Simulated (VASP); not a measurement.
**MgO: single point with PBEsol**

MgO:

```xyz
2
Lattice="0.0000 2.2907 2.2907 2.2907 0.0000 2.2907 2.2907 2.2907 0.0000" Properties=species:S:1:pos:R:3 pbc="T T T"
Mg    2.2907    2.2907    2.2907
O     3.4360    3.4360    3.4360
```

```yaml
Program: VASP 6.6.1
Task: single point
Functional: PBEsol
Potentials_or_basis: VASP PAW PBE potentials, release 64 (Mg, O)
Cutoff: 520 eV
k_mesh: 10 × 10 × 10
Occupations: fermi-dirac, width 0.05 eV
Spin: no spin polarisation
Dipole_correction: no
Further_INCAR_settings: ALGO = Normal; EDIFF = 1e-06; NBANDS = 11
```

```yaml
Pressure: -0.8 GPa
Band_gap_on_the_k_mesh: 3.47 eV, direct
```

Levels at points of the mesh, in eV from the valence-band top:
| k point | band 1 | band 2 | band 3 | band 4 | band 5 | band 6 | band 7 | band 8 |
| --- | --- | --- | --- | --- | --- | --- | --- | --- |
| (0.00, 0.00, 0.00) | -15.79 | 0.00 | 0.00 | 0.00 | 3.47 | 16.58 | 16.58 | 16.58 |
| (0.50, 0.00, 0.00) | -15.12 | -3.06 | -0.18 | -0.18 | 8.58 | 9.49 | 14.41 | 14.41 |
| (0.50, 0.50, 0.00) | -14.92 | -2.52 | -0.74 | -0.74 | 6.07 | 11.32 | 13.91 | 16.42 |

Run time: 16 s on 1 thread of Intel Xeon 8259CL (shared host), peak memory 0.14 GiB.

Caveat: the PAW data sets were made with another functional, which shifts forces and pressure a little. As with any semilocal functional, this PBEsol gap is likely too small.
